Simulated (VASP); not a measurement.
# Si9O16 (a cell with a defect): single point with r2SCAN

System: Si9O16 (a cell with a defect).

```
Si O
1.0
    -0.25789    5.25627    5.86521
     5.14486   -0.07554    5.86521
     4.90106    5.33180    0.00000
Si O
9 16
Cartesian
  1.1776 1.3538 0.7483
  4.1700 2.6373 4.7508
  7.7431 4.1093 6.8511
  1.6402 2.5126 3.2214
  5.4868 6.4510 6.7060
  3.9889 7.9429 4.8850
  2.1816 3.8510 6.4411
  6.4740 8.0403 8.9591
  8.2719 6.4120 7.1716
  6.8681 5.4450 6.2581
  2.8928 2.0308 3.9894
  6.0790 8.0394 6.3896
  1.0577 1.2814 2.3972
  2.3414 3.6914 2.4320
  3.8152 8.9738 6.0534
  4.1491 6.5115 5.8390
  5.2008 8.3182 3.8975
  1.6374 5.3308 6.0597
  7.8489 7.5604 9.8849
  6.9058 2.8458 6.1448
  5.8728 6.7700 8.2557
  7.2198 9.1843 8.0886
  3.7830 3.7177 5.7749
  4.9142 1.2072 5.4042
  5.4323 3.3474 3.9318
```

```yaml
Program: VASP 6.6.1
Task: single point
Functional: r2SCAN
Potentials_or_basis: VASP PAW PBE potentials, release 64 (Si, O)
Cutoff: 520 eV
k_mesh: 2 × 2 × 2
Occupations: fermi-dirac, width 0.05 eV
Spin: no spin polarisation
Dipole_correction: no
Further_INCAR_settings: LREAL = Auto; ALGO = Normal; EDIFF = 1e-06; NBANDS = 84
```

The pressure is 5.4 GPa, the largest force is 5.249 eV/Å and the band gap on the k mesh is 1.34 eV.

Forces in eV/Å, atoms in the order of the input:
```
Si  -1.363  3.094 -2.798
Si   4.212 -2.780 -1.325
Si   3.462 -0.004 -2.694
Si  -1.149  0.829 -0.797
Si   3.184  2.253 -1.175
Si  -0.704 -1.110  0.324
Si   3.797  2.529  2.170
Si   2.478  1.977  3.378
Si   1.579 -1.447  0.017
O   -3.393  1.524 -0.286
O    1.950 -1.459  2.156
O   -2.149 -3.351 -3.421
O   -0.093 -1.130 -3.266
O   -0.738  0.591  2.724
O   -1.829  2.285  1.125
O    0.941 -0.540 -0.063
O   -0.481  0.744  1.222
O    0.912 -1.455 -0.549
O   -2.514 -0.169 -1.865
O   -2.110 -3.145  1.052
O   -1.870 -3.839 -0.165
O   -0.175  0.965  0.007
O   -3.792  2.580  2.451
O    0.155  1.620  2.350
O   -0.309 -0.558 -0.570
```

Stress tensor (GPa, compression positive):
```
-0.35 -1.38  0.95
-1.38  5.46  3.24
 0.95  3.24 10.97
```

Levels at points of the mesh, in eV from the valence-band top:
| k point | band 64 | band 65 | band 66 | band 67 | band 68 | band 69 |
| --- | --- | --- | --- | --- | --- | --- |
| (0.00, 0.00, 0.00) | -3.32 | -3.05 | -0.01 | 1.34 | 2.33 | 2.63 |
| (0.50, 0.00, 0.00) | -3.34 | -2.84 | -0.06 | 1.57 | 2.09 | 2.83 |
| (0.00, 0.50, 0.00) | -3.31 | -2.92 | -0.09 | 1.57 | 2.31 | 2.85 |
| (0.50, 0.50, 0.00) | -3.30 | -2.88 | -0.05 | 1.54 | 2.16 | 2.78 |
| (0.00, 0.00, 0.50) | -3.31 | -2.95 | -0.03 | 1.57 | 2.08 | 2.84 |
| (0.50, 0.00, 0.50) | -3.40 | -2.76 | -0.06 | 1.70 | 2.23 | 2.70 |
| (0.00, 0.50, 0.50) | -3.32 | -2.90 | 0.00 | 1.69 | 2.16 | 2.75 |
| (0.50, 0.50, 0.50) | -3.38 | -2.77 | -0.06 | 1.56 | 2.27 | 2.85 |

It took 41 min on 1 thread of Oxide Virtual Turin-like Processor, with other jobs on the host, peak memory 0.51 GiB.

Caveat: the k points lie up to 0.51 Å⁻¹ apart; the atoms stand as in a frame of molecular dynamics; the PAW data sets were made with another functional, which shifts forces and pressure a little.
